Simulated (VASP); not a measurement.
The system is Cu3O2.

```xyz
5
Lattice="-2.0230 2.0230 3.6736 2.0230 -2.0230 3.6736 2.0230 2.0230 -3.6736" Properties=species:S:1:pos:R:3 pbc="T T T"
Cu    0.0000    0.0000    0.0000
Cu    0.0000    2.0230    1.8368
Cu    2.0230    0.0000    1.8368
O     0.0000    2.0230    0.0000
O     2.0230    0.0000    0.0000
```

Base run:

```yaml
Program: VASP 6.6.1
Functional: RPBE
Potentials_or_basis: VASP PAW PBE potentials, release 64 (Cu_sv_GW, O)
Cutoff: 700 eV
k_mesh: 9 × 9 × 9
Occupations: fermi-dirac, width 0.05 eV
Spin: no spin polarisation
```

Its results: pressure 2.3 GPa.

Task: After a change of settings the same cell gave: pressure -14.4 GPa. Which change was it?
A. functional from RPBE to LDA; potentials or basis from VASP PAW PBE potentials, release 64 (Cu_sv_GW, O) to VASP PAW LDA potentials, release 64 (Cu_sv_GW, O)
B. functional from RPBE to PBEsol; k mesh from 9 × 9 × 9 to 8 × 8 × 8
C. potentials or basis from VASP PAW PBE potentials, release 64 (Cu_sv_GW, O) to VASP PAW PBE potentials, release 64 (Cu, O); cutoff from 700 eV to 520 eV; further incar settings from ALGO = Normal; EDIFF = 1e-06; NBANDS = 42 to ALGO = Normal; EDIFF = 1e-06; NBANDS = 30; valence electrons from 69 to 45
D. functional from RPBE to PBE

Result: A.

Caveats: an odd number of electrons without spin polarisation forces a metal; a magnetic or distorted state may lie lower; the PAW data sets were made with another functional, which shifts forces and pressure a little (some runs).
